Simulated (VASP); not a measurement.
A run of VASP 6.6.1:

INCAR

```
SYSTEM = Si
  PREC = Accurate
  ENCUT = 520
  EDIFF = 1E-6
  ISMEAR = -5
  SIGMA = 0.1
  LREAL = .False.
  LASPH = .True.
  NELM = 60
  ALGO = Normal
  ISIF = 2
  LWAVE = .False.
  LCHARG = .True.
  GGA = PE
  IVDW = 12
  LELF = .True.
  LVHAR = .True.
  NBANDS = 8
```

Contents of KPOINTS:

```
Automatic mesh
0
Gamma
  18 18 18
  0 0 0
```

File POSCAR:

```
Si
1.0
    0.0000000000      1.8969520296      1.8969520296
    1.8969520296      0.0000000000      1.8969520296
    1.8969520296      1.8969520296      0.0000000000
Si
1
Direct
    0.0000000000      0.0000000000      0.0000000000
```

Potentials or basis: VASP PAW PBE potentials, release 64 (Si).

Launch:

```console
$ cat potpaw_PBE.64/Si/POTCAR > POTCAR
$ mpirun -np 1 vasp_std > vasp.out
```

Hardware: 1 thread of AMD EPYC 9R45 (Zen 5) (shared host).

Q: Estimate the wall time of this run.

A: Wall time 8.2 s on 1 thread of AMD EPYC 9R45 (Zen 5), on a shared host, peak memory 0.11 GiB. Counts: scf iterations 9, k points 195.
